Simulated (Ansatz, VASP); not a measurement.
# PbO: VASP beside Ansatz

Contents of INCAR:

```
PREC = Accurate
ENCUT = 600
EDIFF = 1E-6
ISMEAR = 0
SIGMA = 0.01
LREAL = False
LASPH = True
NELM = 120
ALGO = Normal
ISIF = 2
LWAVE = False
LCHARG = True
GGA = PS
LELF = True
LVHAR = True
NBANDS = 17
GGA_COMPAT = False
```

File KPOINTS:

```
regular mesh
0
Gamma
  6 6 6
```

Contents of POSCAR:

```
PbO
1.0
    0.0000000000      2.7987768025      2.7987768025
    2.7987768025      0.0000000000      2.7987768025
    2.7987768025      2.7987768025      0.0000000000
Pb O
1 1
Direct
    0.0000000000      0.0000000000      0.0000000000
    0.2500000000      0.2500000000      0.2500000000
```

Input for Ansatz:

```yaml
crystal:
  lattice:
    - [0.0, 2.7987768025, 2.7987768025]
    - [2.7987768025, 0.0, 2.7987768025]
    - [2.7987768025, 2.7987768025, 0.0]
  atoms:
    - { symbol: Pb, position: [0.0, 0.0, 0.0] }
    - { symbol: O, position: [0.25, 0.25, 0.25] }
kpoints:
  mp_grid: { grid: [6, 6, 6] }
hamiltonian:
  xc: pbesol
scf:
  occupations: { method: fixed }
  n_extra_bands: 4
  max_iter: 98
output:
  forces: true
  stress: true
  eigenvalues: true
basis:
  ecutrho_ratio: 12
```

Alike in both runs: task single point; functional PBEsol; k mesh 6 × 6 × 6; no spin polarisation.

|  | VASP | Ansatz |
| --- | --- | --- |
| version | VASP 6.6.1 | Ansatz 0.2.0 |
| potentials or method | VASP PAW PBE potentials, release 64 (Pb_d, O) | plane waves |
| plane-wave cutoff (eV) | 600 | 420 |
| occupations | gaussian, width 0.01 eV | fixed |
| valence electrons in the cell | 20 | 20 |

|  | VASP | Ansatz | Ansatz less VASP |
| --- | --- | --- | --- |
| gap on the k mesh at the Fermi level (eV) | 0.39 | 0.39 | -0.001 |
| pressure (GPa) | -0.9 | -0.9 | +0.02 |

VASP's potentials were made for PBE, not for PBEsol.

Spin-orbit coupling is off throughout.
